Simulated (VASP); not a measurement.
# Ba (Im-3m) in VASP: further runs, part 2 of 2

VASP 6.6.1. The steps go on from the part before.

### Step 4. Single point, r2SCAN

This run uses another cell than the first one, of 35.86 Å³/atom.

POSCAR reads:

```
Ba
1.0
    2.0773283989      2.0773283989      2.0773283989
   -2.0773283989      2.0773283989      2.0773283989
   -2.0773283989     -2.0773283989      2.0773283989
Ba
1
Direct
    0.0000000000      0.0000000000      0.0000000000
```

INCAR.step1 reads:

```
SYSTEM = Ba
PREC = Accurate ; ENCUT = 520
ISMEAR = 0 ; SIGMA = 0.1
LREAL = .False. ; LASPH = .True.
NELM = 100 ; NBANDS = 11
GGA = PE ; ALGO = Normal
EDIFF = 1E-4 ; LWAVE = .True.
LCHARG = .False.
```

INCAR.step2 reads:

```
SYSTEM = Ba
PREC = Accurate ; ENCUT = 520
EDIFF = 1E-6 ; ISMEAR = 0
SIGMA = 0.1 ; LREAL = .False.
LASPH = .True. ; NELM = 100
ALGO = Normal ; ISIF = 2
LWAVE = .False. ; LCHARG = .False.
METAGGA = R2SCAN ; LMIXTAU = .True.
NBANDS = 11 ; ISTART = 1
```

KPOINTS reads:

```
regular mesh
0
Gamma
  6 6 6
  0 0 0
```

Potentials or basis: VASP PAW PBE potentials, release 64 (Ba_sv).

On the command line:

```bash
$ cat potpaw_PBE.64/Ba_sv/POTCAR > POTCAR
$ cp INCAR.step1 INCAR
$ mpirun -np 1 vasp_std > vasp.out
$ cp INCAR.step2 INCAR
$ mpirun -np 1 vasp_std > vasp.out
```

OUTCAR:

```text
SYSTEM = Ba
   PREC = Accurate
   ENCUT = 520
   EDIFF = 1E-6
   ISMEAR = 0
   LREAL = .False.
   LASPH = .True.
   NELM = 100
   ISIF = 2
   METAGGA = R2SCAN
   ISTART = 1

 ion  position               nearest neighbor table
   1  0.000  0.000  0.000-

  LATTYP: Found a body centered cubic cell.
 ALAT       =     4.1546567978

  Lattice vectors:

 A1 = (   2.0773283989,  -2.0773283989,  -2.0773283989)
 A2 = (   2.0773283989,   2.0773283989,   2.0773283989)
 A3 = (  -2.0773283989,  -2.0773283989,   2.0773283989)

Analysis of symmetry for initial positions (statically):
=====================================================================
 Subroutine PRICEL returns:
 Original cell was already a primitive cell.

 Routine SETGRP: Setting up the symmetry group for a
 body centered cubic supercell.

 Subroutine GETGRP returns: Found 48 space group operations
 (whereof 48 operations were pure point group operations)
 out of a pool of 48 trial point group operations.

The static configuration has the point symmetry O_h .

Analysis of symmetry for dynamics (positions and initial velocities):
=====================================================================
 Subroutine PRICEL returns:
 Original cell was already a primitive cell.

 Routine SETGRP: Setting up the symmetry group for a
 body centered cubic supercell.

 Subroutine GETGRP returns: Found 48 space group operations
 (whereof 48 operations were pure point group operations)
 out of a pool of 48 trial point group operations.

The dynamic configuration has the point symmetry O_h .

 Subroutine INISYM returns: Found 48 space group operations
 (whereof 48 operations are pure point group operations),
 and found     1 'primitive' translations

----------------------------------------------------------------------------------------

                                     Primitive cell

  volume of cell :      35.8571

  direct lattice vectors                    reciprocal lattice vectors
     2.077328399  2.077328399  2.077328399     0.240693768  0.000000000  0.240693768
    -2.077328399  2.077328399  2.077328399    -0.240693768  0.240693768  0.000000000
[... 102 lines left out ...]
   IVDW    =     0    specifies the selected vdW correction
   LEPSILON=     F    determine dielectric tensor
   LRPA    =     F    only Hartree local field effects (RPA)
 non-spin polarized calculation
 Gauss-broadening in eV      SIGMA  =   0.10
  energy-cutoff  :      520.00
  volume of cell :       35.86
 maximum number of plane-waves:       978
   NGX = 13   NGY = 13   NGZ = 13

 number of electron       9.9999999 magnetization

 Free energy of the ion-electron system (eV)
  ---------------------------------------------------
  ext. energy  EPLUGINS =         0.00000000
  ---------------------------------------------------
  free energy    TOTEN  =       -25.74197211 eV

  energy without entropy =      -25.73990012  energy(sigma->0) =      -25.74093612

 E-fermi :   4.3670     XC(G=0): -10.0700

 val. band max:        4.2368100578   @ k =  -0.3333   0.3333   0.0000
 cond. band min:       4.4815758132   @ k =   0.5000   0.3333   0.1667
 fundamental gap:      0.2447657554
 Fermi energy:         4.3670191144

 k-point     1 :       0.0000    0.0000    0.0000
  band No.  band energies     occupation
      1     -25.3345      2.00000
      2      -8.9160      2.00000
      3      -8.9160      2.00000
      4      -8.9160      2.00000
      5       1.7815      2.00000
      6       6.8456      0.00000
      7       6.8456      0.00000
      8       6.8456      0.00000
      9       9.0134      0.00000
     10       9.0134      0.00000
     11      13.3285      0.00000
[... 197 lines left out ...]
 k-point    16 :       0.5000    0.5000    0.5000
  band No.  band energies     occupation
      1     -24.6181      2.00000
      2     -10.4066      2.00000
      3     -10.4066      2.00000
      4     -10.4066      2.00000
      5       2.2121      2.00000
      6       2.2121      2.00000
      7      12.3803      0.00000
      8      12.3803      0.00000
      9      12.3803      0.00000
     10      13.0072      0.00000
     11      13.0072      0.00000

------------------------ aborting loop because EDIFF is reached ----------------------------------------

  FORCE on cell =-STRESS in cart. coord.  units (eV):
  Direction    XX          YY          ZZ          XY          YZ          ZX
  --------------------------------------------------------------------------------------
  -------------------------------------------------------------------------------------
  Total        2.4818078      2.4818078      2.4818078      0.0000000      0.0000000      0.0000000
  in kB      110.8927797    110.8927797    110.8927797      0.0000000      0.0000000      0.0000000
  external PRESSURE =     110.8927797 kB  Pullay stress =       0.0000000 kB

 VOLUME and BASIS-vectors are now :
 -----------------------------------------------------------------------------
  energy-cutoff  :      520.00
  volume of cell :       35.86
      direct lattice vectors                 reciprocal lattice vectors
     2.077328399  2.077328399  2.077328399     0.240693768  0.000000000  0.240693768
    -2.077328399  2.077328399  2.077328399    -0.240693768  0.240693768  0.000000000
    -2.077328399 -2.077328399  2.077328399     0.000000000 -0.240693768  0.240693768

 POSITION                                       TOTAL-FORCE (eV/Angst)
 -----------------------------------------------------------------------------------
      0.00000      0.00000      0.00000        -0.000000      0.000000      0.000000
 -----------------------------------------------------------------------------------
    total drift:                               -0.000000      0.000000     -0.000000

  FREE ENERGIE OF THE ION-ELECTRON SYSTEM (eV)
  ---------------------------------------------------
  free  energy   TOTEN  =       -25.7419721148 eV

  energy  without entropy=      -25.7399001225  energy(sigma->0) =      -25.74093612
```

OUTCAR.step1:

```text
SYSTEM = Ba
   PREC = Accurate
   ENCUT = 520
   ISMEAR = 0
   LREAL = .False.
   LASPH = .True.
   NELM = 100
[... 431 lines left out ...]
 -----------------------------------------------------------------------------------
      0.00000      0.00000      0.00000         0.000000      0.000000     -0.000000
 -----------------------------------------------------------------------------------
    total drift:                               -0.000000      0.000000      0.000000

  FREE ENERGIE OF THE ION-ELECTRON SYSTEM (eV)
  ---------------------------------------------------
  free  energy   TOTEN  =        -1.2575103852 eV

  energy  without entropy=       -1.2560139636  energy(sigma->0) =       -1.25676217
```

OSZICAR.step1:

```text
N       E                     dE             d eps       ncg     rms          rms(c)
DAV:   1     0.476674726892E+02    0.47667E+02   -0.47662E+03   352   0.810E+02
DAV:   2     0.489157945921E+00   -0.47178E+02   -0.45557E+02   422   0.155E+02
DAV:   3    -0.128457090615E+01   -0.17737E+01   -0.17631E+01   428   0.270E+01
DAV:   4    -0.132625943703E+01   -0.41689E-01   -0.41658E-01   439   0.409E+00
DAV:   5    -0.132756880692E+01   -0.13094E-02   -0.13094E-02   441   0.552E-01    0.456E+00
DAV:   6    -0.127654801584E+01    0.51021E-01   -0.52781E-02   430   0.152E+00    0.250E+00
DAV:   7    -0.125752792542E+01    0.19020E-01   -0.58759E-02   503   0.158E+00    0.208E-01
DAV:   8    -0.125752116792E+01    0.67575E-05   -0.11040E-03   406   0.258E-01    0.213E-02
DAV:   9    -0.125751038522E+01    0.10783E-04   -0.28561E-05   227   0.400E-02
   1 F= -.12575104E+01 E0= -.12567622E+01  d E =-.149642E-02
```

It took 17 s on 1 thread of Intel Xeon 6975P-C (Granite Rapids), shared host; peak memory 0.16 GiB.

What came out:

- Free energy: -25.7420 eV
- Pressure: 11.1 GPa
- Band gap on the k mesh: zero (bands 5 and 6 overlap by 2.83 eV)

Caveat: the cell stands under pressure; the PAW data sets were made with another functional, which shifts forces and pressure a little; spin-orbit coupling is left out, which moves the levels of the heavy elements.

### Step 5. The runs side by side

| cell | gap on the mesh (eV) | pressure (GPa) |
| --- | --- | --- |
| a = 3.151 Å, angles 70.5, 109.5, 70.5°, 1 atom | none | 35.8 |
| a = 3.309 Å, angles 70.5, 109.5, 70.5°, 1 atom | none | 23.2 |
| a = 3.598 Å, angles 70.5, 109.5, 70.5°, 1 atom | none | 11.1 |

Alike in all rows: task single point; level r2SCAN; potentials or basis VASP PAW PBE potentials, release 64 (Ba_sv); no spin polarisation; k mesh 6 × 6 × 6; cutoff (eV) 520; smearing gaussian 0.1 eV.

Caveats: some runs use coarse meshes; the PAW data sets were made with another functional, which shifts forces and pressure a little; spin-orbit coupling is left out, which moves the levels of the heavy elements; the cell stands under pressure (at least some runs).

Total energies depend on the potentials used, so only differences within one code and one set of settings carry meaning.
